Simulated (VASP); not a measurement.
# Nb2Te (P4/mmm) in VASP: a series of runs

Nb2Te is run at these levels: PBE; tasks: single point, relaxation of cell and atoms.

Program: VASP 6.6.1. These are calculated values, not measurements. Logs are shortened: lines on timing, memory, paths and dates and some standing lists are left out, and cuts for length are marked.

**1. The cell of the first run**

The structure is tetragonal, space group P4/mmm (No. 123). Conventional cell: a = 3.377 Å, b = 3.377 Å, c = 5.714 Å, α = 90.00°, β = 90.00°, γ = 90.00°. Within 3.4 Å of Nb (site symmetry 4mm) lie 6 Nb at 2.51 to 3.38 Å and 4 Te at 2.87 Å. Te (site symmetry 4/mmm) has 8 Nb at 2.87 Å and 4 Te at 3.38 Å within 3.8 Å.

The cell was generated, and may not be a known phase.

**2. Single point, PBE**

INCAR

```
  PREC = Accurate
  ENCUT = 520
  EDIFF = 1E-6
  ISMEAR = 0
  SIGMA = 0.1
  LREAL = False
  LASPH = True
  NELM = 60
  ALGO = Fast
  ISIF = 2
  LWAVE = False
  LCHARG = False
  GGA = PE
  NBANDS = 23
```

KPOINTS

```
regular mesh
0
Gamma
  6 6 4
```

POSCAR

```
Nb2Te
1.0
    3.3774258457      0.0000000000      0.0000000000
    0.0000000000      3.3774258457      0.0000000000
    0.0000000000      0.0000000000      5.7139783333
Nb Te
2 1
Direct
    0.5000000000      0.5000000000      0.2800165930
    0.5000000000      0.5000000000      0.7199834070
    0.0000000000      0.0000000000      0.0000000000
```

Potentials or basis: VASP PAW PBE potentials, release 64 (Nb_sv, Te).

On the command line:

```
> cat potpaw_PBE.64/Nb_sv/POTCAR potpaw_PBE.64/Te/POTCAR > POTCAR
> mpirun -np 1 vasp_std > vasp.out
```

OUTCAR:

```text
PREC = Accurate
   ENCUT = 520
   EDIFF = 1E-6
   ISMEAR = 0
   LREAL = False
   LASPH = True
   NELM = 60
   ISIF = 2
   GGA = PE

 ion  position               nearest neighbor table
   1  0.500  0.500  0.280-   2 2.51   3 2.87   3 2.87   3 2.87   3 2.87
   2  0.500  0.500  0.720-   1 2.51   3 2.87   3 2.87   3 2.87   3 2.87
   3  0.000  0.000  0.000-   1 2.87   2 2.87   1 2.87   2 2.87   1 2.87   2 2.87   1 2.87   2 2.87

  LATTYP: Found a simple tetragonal cell.
 ALAT       =     3.3774258457
 C/A-ratio  =     1.6918145932

  Lattice vectors:

 A1 = (   3.3774258457,   0.0000000000,   0.0000000000)
 A2 = (   0.0000000000,   3.3774258457,   0.0000000000)
 A3 = (   0.0000000000,   0.0000000000,   5.7139783333)

Analysis of symmetry for initial positions (statically):
=====================================================================
 Subroutine PRICEL returns:
 Original cell was already a primitive cell.

 Routine SETGRP: Setting up the symmetry group for a
 simple tetragonal supercell.

 Subroutine GETGRP returns: Found 16 space group operations
 (whereof 16 operations were pure point group operations)
 out of a pool of 16 trial point group operations.

The static configuration has the point symmetry D_4h.

Analysis of symmetry for dynamics (positions and initial velocities):
=====================================================================
 Subroutine PRICEL returns:
 Original cell was already a primitive cell.

 Routine SETGRP: Setting up the symmetry group for a
 simple tetragonal supercell.

 Subroutine GETGRP returns: Found 16 space group operations
 (whereof 16 operations were pure point group operations)
 out of a pool of 16 trial point group operations.

The dynamic configuration has the point symmetry D_4h.

 Subroutine INISYM returns: Found 16 space group operations
 (whereof 16 operations are pure point group operations),
 and found     1 'primitive' translations

----------------------------------------------------------------------------------------

                                     Primitive cell

  volume of cell :      65.1794

  direct lattice vectors                    reciprocal lattice vectors
     3.377425846  0.000000000  0.000000000     0.296083481  0.000000000  0.000000000
     0.000000000  3.377425846  0.000000000     0.000000000  0.296083481  0.000000000
     0.000000000  0.000000000  5.713978333     0.000000000  0.000000000  0.175009414

  length of vectors
     3.377425846  3.377425846  5.713978333     0.296083481  0.296083481  0.175009414

  position of ions in fractional coordinates (direct lattice)
     0.500000000  0.500000000  0.280016593
     0.500000000  0.500000000  0.719983407
     0.000000000  0.000000000  0.000000000

  ion indices of the primitive-cell ions
   primitive index   ion index
                 1           1
                 2           2
                 3           3

----------------------------------------------------------------------------------------

 KPOINTS: regular mesh

Automatic generation of k-mesh.
 Grid dimensions read from file:
 generate k-points for:    6    6    4

 Generating k-lattice:

  Cartesian coordinates                     Fractional coordinates (reciprocal lattice)
     0.049347247  0.000000000  0.000000000     0.166666667  0.000000000  0.000000000
     0.000000000  0.049347247  0.000000000     0.000000000  0.166666667  0.000000000
     0.000000000  0.000000000  0.043752354     0.000000000  0.000000000  0.250000000

  Length of vectors
     0.049347247  0.049347247  0.043752354

  Shift w.r.t. Gamma in fractional coordinates (k-lattice)
     0.000000000  0.000000000  0.000000000

 Subroutine IBZKPT returns following result:
 ===========================================

 Found     30 irreducible k-points:

 Following reciprocal coordinates:
            Coordinates               Weight
  0.000000  0.000000  0.000000      1.000000
  0.166667  0.000000  0.000000      4.000000
  0.333333  0.000000  0.000000      4.000000
  0.500000  0.000000  0.000000      2.000000
  0.166667  0.166667  0.000000      4.000000
  0.333333  0.166667  0.000000      8.000000
[... 16 lines left out ...]
  0.333333  0.000000  0.500000      4.000000
  0.500000  0.000000  0.500000      2.000000
 [... further k-points ...]
   k-points           NKPTS =     30   k-points in BZ     NKDIM =     30   number of bands    NBANDS=     23
   number of dos      NEDOS =    301   number of ions     NIONS =      3
   total plane-waves  NPLWV =  32928
   dimension x,y,z NGX =    28 NGY =   28 NGZ =   42
   dimension x,y,z NGXF=    56 NGYF=   56 NGZF=   84
   ions per type =               2   1
   NGX,Y,Z   is equivalent  to a cutoff of  13.78, 13.78, 12.22 a.u.
   NGXF,Y,Z  is equivalent  to a cutoff of  27.56, 27.56, 24.44 a.u.
 SYSTEM =  unknown system
   PREC   = accura    normal or accurate (medium, high low for compatibility)
   ISTART =      0    job   : 0-new  1-cont  2-samecut
   ICHARG =      2    charge: 1-file 2-atom 10-const
   ISPIN  =      1    spin polarized calculation?
   LNONCOLLINEAR =      F non collinear calculations
   LSORBIT =      F    spin-orbit coupling
   LASPH  =      T    aspherical Exc in radial PAW
   ENCUT  =  520.0 eV  38.22 Ry    6.18 a.u.   6.28  6.28 10.62*2*pi/ulx,y,z
   NELM   =     60;   NELMIN=  2; NELMDL= -5     # of ELM steps
   EDIFF  = 0.1E-05   stopping-criterion for ELM
   LREAL  =      F    real-space projection
   EDIFFG = 0.1E-04   stopping-criterion for IOM
   NSW    =      0    number of steps for IOM
   IBRION =     -1    ionic relax: 0-MD 1-quasi-New 2-CG
   NFREE  =      0    steps in history (QN), initial steepest desc. (CG)
   ISIF   =      2    stress and relaxation
   ISYM   =      2    0-nonsym 1-usesym 2-fastsym
   POTIM  = 0.5000    time-step for ionic-motion
   TEBEG  =    0.0;   TEEND  =   0.0 temperature during run
   PSTRESS=    0.0 pullay stress
   NELECT =      32.0000    total number of electrons
   NUPDOWN=      -1.0000    fix difference up-down
   EMIN   =  10.00;   EMAX   =-10.00  energy-range for DOS
   EFERMI =   0.00;   METHOD = LEGACY
   ISMEAR =     0;   SIGMA  =   0.10  broadening in eV -4-tet -1-fermi 0-gaus
   EFERMI_NEDOS =   21; number of points for ismear=-14 and -15
   IALGO  =     68    algorithm
   IMIX   =      4    mixing-type and parameters
     AMIX     =   0.40;   BMIX     =  1.00
     AMIX_MAG =   1.60;   BMIX_MAG =  1.00
  volume/ion in A,a.u.               =      21.73       146.62
  Fermi-wavevector in a.u.,A,eV,Ry     =   1.291481  2.440546 22.693479  1.667924
  Thomas-Fermi vector in A             =   2.423248
   LORBIT       =      0    0 simple, 1 ext, 2 COOP (PROOUT), +10 PAW based schemes
   GGA     = PE    functional components
   LHFCALC =     F    Hartree Fock is set to
   AEXX    =    0.0000 exact exchange contribution
   IVDW    =     0    specifies the selected vdW correction
   LEPSILON=     F    determine dielectric tensor
   LRPA    =     F    only Hartree local field effects (RPA)
 non-spin polarized calculation
 RMM-DIIS sequential band-by-band and
 Gauss-broadening in eV      SIGMA  =   0.10
  energy-cutoff  :      520.00
  volume of cell :       65.18
 maximum number of plane-waves:      1774
 NGX is ok and might be reduce to    28
   NGX = 13   NGY = 13   NGZ = 21

 number of electron      32.0000003 magnetization

 Free energy of the ion-electron system (eV)
  ---------------------------------------------------
  ext. energy  EPLUGINS =         0.00000000
  ---------------------------------------------------
  free energy    TOTEN  =       -21.91185005 eV

  energy without entropy =      -21.89776864  energy(sigma->0) =      -21.90480934

 E-fermi :  10.3621     XC(G=0): -11.3130

 val. band max:       10.3381663794   @ k =   0.3333   0.0000   0.0000
 cond. band min:      10.4024522164   @ k =   0.5000   0.5000   0.5000
 fundamental gap:      0.0642858370
 Fermi energy:        10.3621202296

 k-point     1 :       0.0000    0.0000    0.0000
  band No.  band energies     occupation
      1     -44.7848      2.00000
      2     -44.5724      2.00000
      3     -21.3977      2.00000
      4     -20.8403      2.00000
      5     -20.8403      2.00000
      6     -20.6666      2.00000
[... 15 lines left out ...]
     22      13.0642      0.00000
     23      14.2231      0.00000

 k-point     2 :       0.1667    0.0000    0.0000
  band No.  band energies     occupation
      1     -44.7811      2.00000
      2     -44.5688      2.00000
      3     -21.3886      2.00000
      4     -20.8979      2.00000
      5     -20.8346      2.00000
      6     -20.7168      2.00000
[... 15 lines left out ...]
     22      13.3580      0.00000
     23      14.6001      0.00000

 k-point     3 :       0.3333    0.0000    0.0000
  band No.  band energies     occupation
      1     -44.7735      2.00000
      2     -44.5618      2.00000
      3     -21.3701      2.00000
      4     -21.0114      2.00000
      5     -20.8231      2.00000
      6     -20.8157      2.00000
[... 15 lines left out ...]
     22      14.0010      0.00000
     23      14.3799      0.00000

 k-point     4 :       0.5000    0.0000    0.0000
  band No.  band energies     occupation
      1     -44.7697      2.00000
      2     -44.5582      2.00000
      3     -21.3607      2.00000
      4     -21.0674      2.00000
      5     -20.8644      2.00000
      6     -20.8173      2.00000
[... 15 lines left out ...]
     22      14.0586      0.00000
     23      14.2958      0.00000

 k-point     5 :       0.1667    0.1667    0.0000
  band No.  band energies     occupation
      1     -44.7773      2.00000
      2     -44.5654      2.00000
      3     -21.3796      2.00000
      4     -20.8942      2.00000
      5     -20.8884      2.00000
      6     -20.7150      2.00000
[... 434 lines left out ...]
 k-point    22 :       0.1667    0.0000    0.5000
  band No.  band energies     occupation
      1     -44.7665      2.00000
      2     -44.5842      2.00000
      3     -21.2087      2.00000
      4     -20.8724      2.00000
      5     -20.8140      2.00000
      6     -20.7436      2.00000
[... 15 lines left out ...]
     22      13.6681      0.00000
     23      15.1300      0.00000

 k-point    23 :       0.3333    0.0000    0.5000
  band No.  band energies     occupation
      1     -44.7590      2.00000
      2     -44.5770      2.00000
      3     -21.1957      2.00000
      4     -20.9794      2.00000
      5     -20.8493      2.00000
      6     -20.8057      2.00000
[... 15 lines left out ...]
     22      13.6451      0.00000
     23      14.9680      0.00000

 k-point    24 :       0.5000    0.0000    0.5000
  band No.  band energies     occupation
      1     -44.7553      2.00000
      2     -44.5734      2.00000
      3     -21.1892      2.00000
      4     -21.0322      2.00000
      5     -20.9011      2.00000
      6     -20.8015      2.00000
[... 15 lines left out ...]
     22      14.0382      0.00000
     23      14.6780      0.00000

 [... further k-points ...]
[... 5 lines left out ...]
  --------------------------------------------------------------------------------------
  -------------------------------------------------------------------------------------
  Total       -0.1015920     -0.1015920     -0.0684996      0.0000000      0.0000000      0.0000000
  in kB       -2.4972364     -2.4972364     -1.6837913      0.0000000      0.0000000      0.0000000
  external PRESSURE =      -2.2260881 kB  Pullay stress =       0.0000000 kB

 VOLUME and BASIS-vectors are now :
 -----------------------------------------------------------------------------
  energy-cutoff  :      520.00
  volume of cell :       65.18
      direct lattice vectors                 reciprocal lattice vectors
     3.377425846  0.000000000  0.000000000     0.296083481  0.000000000  0.000000000
     0.000000000  3.377425846  0.000000000     0.000000000  0.296083481  0.000000000
     0.000000000  0.000000000  5.713978333     0.000000000  0.000000000  0.175009414

 POSITION                                       TOTAL-FORCE (eV/Angst)
 -----------------------------------------------------------------------------------
      1.68871      1.68871      1.60001         0.000000      0.000000     -0.042588
      1.68871      1.68871      4.11397         0.000000     -0.000000      0.042588
      0.00000      0.00000      0.00000         0.000000      0.000000      0.000000
 -----------------------------------------------------------------------------------
    total drift:                                0.000000      0.000000     -0.000000

  FREE ENERGIE OF THE ION-ELECTRON SYSTEM (eV)
  ---------------------------------------------------
  free  energy   TOTEN  =       -21.9118500468 eV

  energy  without entropy=      -21.8977686428  energy(sigma->0) =      -21.90480934
```

Run time: 1.9 min. Hardware: 1 thread of Intel Xeon Platinum 8259CL at 2.50GHz (Skylake/Cascade Lake), shared host; peak memory 0.2 GiB.

Results:

- Free energy: -21.9119 eV
- Pressure: -0.2 GPa
- Largest force: 0.043 eV/Å
- Band gap on the k mesh: zero (bands 16 and 17 overlap by 0.67 eV)

Forces in eV/Å, atoms in the order of the input:
```
Nb   0.000  0.000 -0.043
Nb   0.000  0.000  0.043
Te   0.000  0.000  0.000
```

Caveat: spin-orbit coupling is left out, which moves the levels of the heavy elements.

**3. Relaxation of cell and atoms, PBE**

This run uses another cell than the first one, of 27.33 Å³/atom.

INCAR

```
SYSTEM = Nb2Te
  PREC = Accurate
  ENCUT = 600
  EDIFF = 1E-7
  ISMEAR = 0
  SIGMA = 0.1
  LREAL = .False.
  LASPH = .True.
  NELM = 100
  ALGO = Normal
  ISIF = 3
  LWAVE = .False.
  LCHARG = .False.
  GGA = PE
  IBRION = 2
  NSW = 90
  EDIFFG = -0.04
```

KPOINTS

```
regular mesh
0
Gamma
  4 4 4
  0 0 0
```

POSCAR

```
Nb2Te
1.0
    3.8717897400      0.0000000000      0.0000000000
    0.0000000000      3.8717897400      0.0000000000
    0.0000000000      0.0000000000      5.4684039800
Nb Te
2 1
Direct
    0.5000000000      0.5000000000      0.2712651400
    0.5000000000      0.5000000000      0.7287348600
    0.0000000000      0.0000000000      0.0000000000
```

Potentials or basis: VASP PAW PBE potentials, release 64 (Nb_sv, Te).

On the command line:

```
> cat potpaw_PBE.64/Nb_sv/POTCAR potpaw_PBE.64/Te/POTCAR > POTCAR
> mpirun -np 1 vasp_std > vasp.out
```

Run time: 6.3 min. Hardware: 1 thread of Intel Xeon Platinum 8259CL at 2.50GHz (Skylake/Cascade Lake), shared host; peak memory 0.23 GiB.

It converged, with:

```
Free energy                           : -21.8336 eV
Relaxed volume                        : 21.78 Å³/atom
Relaxed cell                          : a = 3.439 Å, b = 3.439 Å, c = 5.524 Å, α = 90.00°, β = 90.00°, γ = 90.00°
Space group after relaxing (to 0.1 Å) : P4/mmm (No. 123)
Energy gained by relaxing             : 354.3 meV/atom
Ionic steps                           : 8
Pressure after relaxing               : 0.1 GPa
Largest force after relaxing          : 0.040 eV/Å
Band gap on the k mesh                : zero (bands 16 and 17 overlap by 0.65 eV)
```

Forces on the atoms (eV/Å):
```
Nb   0.000  0.000  0.040
Nb   0.000  0.000 -0.040
Te   0.000  0.000  0.000
```

Stress tensor (GPa, compression positive):
```
 0.21  0.00  0.00
 0.00  0.21  0.00
 0.00  0.00 -0.01
```

Step by step:
```tsv
step	energy change (eV)	largest force (eV/Å)	pressure (GPa)	volume (Å³)
1	0.0000	1.1189	-12.96	81.98
2	-0.4186	0.0748	19.57	58.44
3	-0.8241	0.8539	0.37	66.54
4	-0.8248	0.8340	0.90	66.23
5	-1.0191	0.1331	2.00	64.66
6	-1.0408	0.3620	3.13	63.86
7	-1.0226	0.2991	-3.49	67.58
8	-1.0629	0.0398	0.14	65.33
```

Final structure:
```yaml
crystal:
  lattice:
    - [3.43908, 0.00000, 0.00000]
    - [0.00000, 3.43908, 0.00000]
    - [0.00000, 0.00000, 5.52407]
  atoms:
    - { symbol: Nb, position: [0.50000, 0.50000, 0.28882] }
    - { symbol: Nb, position: [0.50000, 0.50000, 0.71118] }
    - { symbol: Te, position: [0.00000, 0.00000, 0.00000] }
```

Levels at points of the mesh, in eV from the Fermi level:
| k point | band 14 | band 15 | band 16 | band 17 | band 18 | band 19 |
| --- | --- | --- | --- | --- | --- | --- |
| (0.00, 0.00, 0.00) | -2.59 | -1.52 | -0.84 | 1.14 | 1.49 | 1.49 |
| (0.50, 0.00, 0.00) | -2.41 | -1.17 | -1.13 | 0.50 | 0.73 | 3.48 |
| (0.50, 0.50, 0.00) | -0.88 | -0.88 | -0.58 | 1.46 | 1.46 | 2.41 |
| (0.00, 0.00, 0.50) | -1.69 | -0.73 | -0.36 | -0.36 | -0.22 | 1.29 |
| (0.50, 0.00, 0.50) | -2.11 | -0.20 | -0.18 | -0.17 | -0.02 | 1.38 |
| (0.50, 0.50, 0.50) | -1.78 | -0.20 | 0.06 | 1.41 | 2.29 | 2.29 |

Caveat: the k points lie up to 0.46 Å⁻¹ apart in the final cell, too coarse for converged energies and pressures of a metal; the volume moved by over 15 % at a fixed basis, so the end points are rough; spin-orbit coupling is left out, which moves the levels of the heavy elements.

The gap in the log of VASP goes by the Fermi energy; the results here count the filled bands.